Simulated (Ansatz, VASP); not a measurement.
## One calculation of Co, two programs

```
Co
1.0
     2.52048    0.00000    0.00000
    -1.26024    2.18280    0.00000
     0.00000    0.00000    4.10001
Co
2
Direct
  0.66667 0.33333 0.75000
  0.33333 0.66667 0.25000
```

Alike in both runs: task single point; functional RPBE; dispersion D4; k mesh 12 × 12 × 7; occupations fermi-dirac, width 0.05 eV; collinear spin.

```csv
,VASP,Ansatz
version,VASP 6.6.1,Ansatz 0.2.0
potentials or method,"VASP PAW PBE potentials, release 64 (Co)",Ansatz PAW
plane-wave cutoff (eV),520,420
valence electrons in the cell,18,34
```

|  | VASP | Ansatz | Ansatz less VASP |
| --- | --- | --- | --- |
| gap on the k mesh at the Fermi level (eV) | none | none | - |
| pressure (GPa) | -13.0 | -12.5 | +0.47 |
| traceless stress, the component that is largest in VASP (GPa) | -1.48 | -1.40 | +0.083 |
| net moment per atom (μB) | 1.66 | 1.67 | +0.007 |
| size of the moment on the site where the two differ most (μB) | 1.69 | 1.76 | +0.063 |

VASP's potentials were made for PBE, not for RPBE. Site moments also hang on the region over which each program counts them. A gap of «none» marks a metal or a gap that the smearing closes. VASP's potentials hold 18 valence electrons a cell and Ansatz's 34, so a difference there can come from the potentials and not from the codes.
